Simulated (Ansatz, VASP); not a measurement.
## Rh: VASP beside Ansatz

```
Rh
1.0
     2.67556    0.00000    0.00000
    -1.33778    2.31711    0.00000
     0.00000    0.00000    9.19300
Rh
4
Direct
  0.00000 0.00000 0.00000
  0.33333 0.66667 0.25000
  0.00000 0.00000 0.50000
  0.66667 0.33333 0.75000
```

Alike in both runs: task single point; functional PBEsol; k mesh 18 × 18 × 6; occupations gaussian, width 0.15 eV; no spin polarisation.

```csv
,VASP,Ansatz
version,VASP 6.6.1,Ansatz 0.2.0
potentials or method,"VASP PAW PBE potentials, release 64 (Rh_pv), cutoff 520 eV","scalar-relativistic, plane waves, PAW"
valence electrons in the cell,60,68
```

VASP gave:

| Quantity | Value |
| --- | --- |
| gap on the k mesh at the Fermi level (eV) | none |
| pressure (GPa) | -12.5 |
| traceless stress, the component that is largest in VASP (GPa) | -10.53 |

Question: Which values does Ansatz return?

Answer: gap on the k mesh at the Fermi level (eV): none; pressure (GPa): -12.4; traceless stress, the component that is largest in VASP (GPa): -10.56.

VASP's potentials were made for PBE, not for PBEsol, and Ansatz warns of the same on its side. A gap of «none» marks a metal or a gap that the smearing closes. With one functional, cell and mesh, what is left measures potentials, basis and numerics. VASP's potentials hold 60 valence electrons a cell and Ansatz's 68, so a difference there can come from the potentials and not from the codes.
